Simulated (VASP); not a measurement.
# MgO (Fm-3m) in VASP: single point with PBE

Aim: the single point of MgO with PBE.

Program: VASP 6.6.1. These are calculated values, not measurements. Logs are shortened: lines on timing, memory, paths and dates and some standing lists are left out, and cuts for length are marked.

## Step 1: The cell of the first run

It takes space group Fm-3m (No. 225, cubic). Conventional cell: a = 4.254 Å, b = 4.254 Å, c = 4.254 Å, α = 90.00°, β = 90.00°, γ = 90.00°. Within 2.8 Å of Mg (site symmetry m-3m) lie 6 O at 2.13 Å. O (site symmetry m-3m) has 6 Mg at 2.13 Å within 2.8 Å.

## Step 2: Single point, PBE

INCAR

```
  PREC = Accurate
  ENCUT = 840
  EDIFF = 1E-6
  ISMEAR = 0
  SIGMA = 0.02
  LREAL = False
  LASPH = True
  NELM = 120
  ALGO = Normal
  ISIF = 2
  LWAVE = False
  LCHARG = False
  GGA = PE
  NBANDS = 15
  GGA_COMPAT = False
```

KPOINTS

```
Automatic mesh
0
Gamma
  10 10 10
```

POSCAR

```
MgO
1.0
    0.0000000000      2.1272184846      2.1272184846
    2.1272184846      0.0000000000      2.1272184846
    2.1272184846      2.1272184846      0.0000000000
Mg O
1 1
Direct
    0.0000000000      0.0000000000      0.0000000000
    0.5000000000      0.5000000000      0.5000000000
```

Potentials or basis: VASP PAW PBE potentials, release 64 (Mg_sv, O).

Launch:

```console
> cat potpaw_PBE.64/Mg_sv/POTCAR potpaw_PBE.64/O/POTCAR > POTCAR
> mpirun -np 1 vasp_std > vasp.out
```

OUTCAR:

```text
PREC = Accurate
   ENCUT = 840
   EDIFF = 1E-6
   ISMEAR = 0
   LREAL = False
   LASPH = True
   NELM = 120
   ISIF = 2
   GGA = PE

 ion  position               nearest neighbor table
   1  0.000  0.000  0.000-   2 2.13   2 2.13   2 2.13   2 2.13   2 2.13   2 2.13
   2  0.500  0.500  0.500-   1 2.13   1 2.13   1 2.13   1 2.13   1 2.13   1 2.13

  LATTYP: Found a face centered cubic cell.
 ALAT       =     4.2544369692

  Lattice vectors:

 A1 = (   0.0000000000,   2.1272184846,   2.1272184846)
 A2 = (   2.1272184846,   0.0000000000,   2.1272184846)
 A3 = (   2.1272184846,   2.1272184846,   0.0000000000)

Analysis of symmetry for initial positions (statically):
=====================================================================
 Subroutine PRICEL returns:
 Original cell was already a primitive cell.

 Routine SETGRP: Setting up the symmetry group for a
 face centered cubic supercell.

 Subroutine GETGRP returns: Found 48 space group operations
 (whereof 48 operations were pure point group operations)
 out of a pool of 48 trial point group operations.

The static configuration has the point symmetry O_h .

Analysis of symmetry for dynamics (positions and initial velocities):
=====================================================================
 Subroutine PRICEL returns:
 Original cell was already a primitive cell.

 Routine SETGRP: Setting up the symmetry group for a
 face centered cubic supercell.

 Subroutine GETGRP returns: Found 48 space group operations
 (whereof 48 operations were pure point group operations)
 out of a pool of 48 trial point group operations.

The dynamic configuration has the point symmetry O_h .

 Subroutine INISYM returns: Found 48 space group operations
 (whereof 48 operations are pure point group operations),
 and found     1 'primitive' translations

----------------------------------------------------------------------------------------

                                     Primitive cell

  volume of cell :      19.2516

  direct lattice vectors                    reciprocal lattice vectors
     0.000000000  2.127218485  2.127218485    -0.235048728  0.235048728  0.235048728
     2.127218485  0.000000000  2.127218485     0.235048728 -0.235048728  0.235048728
     2.127218485  2.127218485  0.000000000     0.235048728  0.235048728 -0.235048728

  length of vectors
     3.008341231  3.008341231  3.008341231     0.407116340  0.407116340  0.407116340

  position of ions in fractional coordinates (direct lattice)
     0.000000000  0.000000000  0.000000000
     0.500000000  0.500000000  0.500000000

  ion indices of the primitive-cell ions
   primitive index   ion index
                 1           1
[... 86 lines left out ...]
   EMIN   =  10.00;   EMAX   =-10.00  energy-range for DOS
   EFERMI =   0.00;   METHOD = LEGACY
   ISMEAR =     0;   SIGMA  =   0.02  broadening in eV -4-tet -1-fermi 0-gaus
   EFERMI_NEDOS =   21; number of points for ismear=-14 and -15
   IALGO  =     38    algorithm
   IMIX   =      4    mixing-type and parameters
     AMIX     =   0.40;   BMIX     =  1.00
     AMIX_MAG =   1.60;   BMIX_MAG =  1.00
  volume/ion in A,a.u.               =       9.63        64.96
  Fermi-wavevector in a.u.,A,eV,Ry     =   1.539192  2.908651 32.233716  2.369111
  Thomas-Fermi vector in A             =   2.645454
   LORBIT       =      0    0 simple, 1 ext, 2 COOP (PROOUT), +10 PAW based schemes
   GGA     = PE    functional components
   LHFCALC =     F    Hartree Fock is set to
   AEXX    =    0.0000 exact exchange contribution
   IVDW    =     0    specifies the selected vdW correction
   LEPSILON=     F    determine dielectric tensor
   LRPA    =     F    only Hartree local field effects (RPA)
 non-spin polarized calculation
 Gauss-broadening in eV      SIGMA  =   0.02
  energy-cutoff  :      840.00
  volume of cell :       19.25
 maximum number of plane-waves:      1090
   NGX = 15   NGY = 15   NGZ = 15

 number of electron      15.9999997 magnetization

 Free energy of the ion-electron system (eV)
  ---------------------------------------------------
  ext. energy  EPLUGINS =         0.00000000
  ---------------------------------------------------
  free energy    TOTEN  =       -11.88483639 eV

  energy without entropy =      -11.88483639  energy(sigma->0) =      -11.88483639

 E-fermi :   2.8005     XC(G=0): -11.2409

 val. band max:        2.7031116721   @ k =   0.0000   0.0000   0.0000
 cond. band min:       7.1569082892   @ k =   0.0000   0.0000   0.0000
 fundamental gap:      4.4537966170
 Fermi energy:         2.8004686815

 k-point     1 :       0.0000    0.0000    0.0000
  band No.  band energies     occupation
      1     -69.6704      2.00000
      2     -36.3986      2.00000
      3     -36.3986      2.00000
      4     -36.3986      2.00000
      5     -14.3954      2.00000
      6       2.7031      2.00000
      7       2.7031      2.00000
      8       2.7031      2.00000
      9       7.1569      0.00000
     10      18.3380      0.00000
     11      18.3380      0.00000
     12      18.3380      0.00000
     13      22.1722      0.00000
     14      23.9195      0.00000
[... 401 lines left out ...]
      2     -36.4525      2.00000
      3     -36.4203      2.00000
      4     -36.4181      2.00000
      5     -13.2225      2.00000
      6      -0.7601      2.00000
      7       1.4496      2.00000
      8       1.6599      2.00000
      9      11.9991      0.00000
     10      12.7910      0.00000
     11      16.0106      0.00000
     12      20.5082      0.00000
     13      20.7083      0.00000
     14      27.2285      0.00000
     15      29.1031      0.00000

 [... further k-points ...]

------------------------ aborting loop because EDIFF is reached ----------------------------------------

  FORCE on cell =-STRESS in cart. coord.  units (eV):
  Direction    XX          YY          ZZ          XY          YZ          ZX
  --------------------------------------------------------------------------------------
  -------------------------------------------------------------------------------------
  Total       -0.0032784     -0.0032784     -0.0032784      0.0000000     -0.0000000      0.0000000
  in kB       -0.2728430     -0.2728430     -0.2728430      0.0000000     -0.0000000      0.0000000
  external PRESSURE =      -0.2728430 kB  Pullay stress =       0.0000000 kB

 VOLUME and BASIS-vectors are now :
 -----------------------------------------------------------------------------
  energy-cutoff  :      840.00
  volume of cell :       19.25
      direct lattice vectors                 reciprocal lattice vectors
     0.000000000  2.127218485  2.127218485    -0.235048728  0.235048728  0.235048728
     2.127218485  0.000000000  2.127218485     0.235048728 -0.235048728  0.235048728
     2.127218485  2.127218485  0.000000000     0.235048728  0.235048728 -0.235048728

 POSITION                                       TOTAL-FORCE (eV/Angst)
 -----------------------------------------------------------------------------------
      0.00000      0.00000      0.00000         0.000000     -0.000000     -0.000000
      2.12722      2.12722      2.12722        -0.000000      0.000000      0.000000
 -----------------------------------------------------------------------------------
    total drift:                                0.000000      0.000000      0.000000

  FREE ENERGIE OF THE ION-ELECTRON SYSTEM (eV)
  ---------------------------------------------------
  free  energy   TOTEN  =       -11.8848363925 eV

  energy  without entropy=      -11.8848363925  energy(sigma->0) =      -11.88483639
```

OSZICAR:

```text
N       E                     dE             d eps       ncg     rms          rms(c)
DAV:   1     0.159586577853E+03    0.15959E+03   -0.13682E+04  1410   0.176E+03
DAV:   2    -0.785311054165E+01   -0.16744E+03   -0.15718E+03  1648   0.437E+02
DAV:   3    -0.133990225513E+02   -0.55459E+01   -0.55182E+01  1908   0.769E+01
DAV:   4    -0.134811694954E+02   -0.82147E-01   -0.82139E-01  1564   0.922E+00
DAV:   5    -0.134826819806E+02   -0.15125E-02   -0.15125E-02  1873   0.105E+00    0.861E+00
DAV:   6    -0.119091183294E+02    0.15736E+01   -0.26163E+00  1529   0.148E+01    0.287E+00
DAV:   7    -0.118961377378E+02    0.12981E-01   -0.14005E-01  1634   0.342E+00    0.174E+00
DAV:   8    -0.118859066675E+02    0.10231E-01   -0.40148E-02  1739   0.227E+00    0.349E-01
DAV:   9    -0.118846376401E+02    0.12690E-02   -0.38950E-03  1606   0.571E-01    0.101E-01
DAV:  10    -0.118848475645E+02   -0.20992E-03   -0.31348E-04  1676   0.190E-01    0.507E-02
DAV:  11    -0.118848362515E+02    0.11313E-04   -0.28842E-05  1767   0.544E-02    0.621E-03
DAV:  12    -0.118848363925E+02   -0.14103E-06   -0.64835E-07  1314   0.118E-02
   1 F= -.11884836E+02 E0= -.11884836E+02  d E =-.173194E-14
```

stdout:

```text
POSCAR found type information on POSCAR MgO
 POSCAR found :  2 types and       2 ions
 scaLAPACK will be used
 LDA part: xc-table for (Slater+PW92), standard interpolation
 POSCAR, INCAR and KPOINTS ok, starting setup
 FFT: planning ... GRIDC
 FFT: planning ... GRID_SOFT
 FFT: planning ... GRID
 WAVECAR not read
 entering main loop
```

It took 13 s on 1 thread of Intel Xeon Platinum 8375C at 2.90GHz (Ice Lake), shared host; peak memory 0.16 GiB.

What came out:

| Item | Value |
| --- | --- |
| Free energy | -11.8848 eV |
| Pressure | 0.0 GPa |
| Band gap on the k mesh | 4.45 eV |
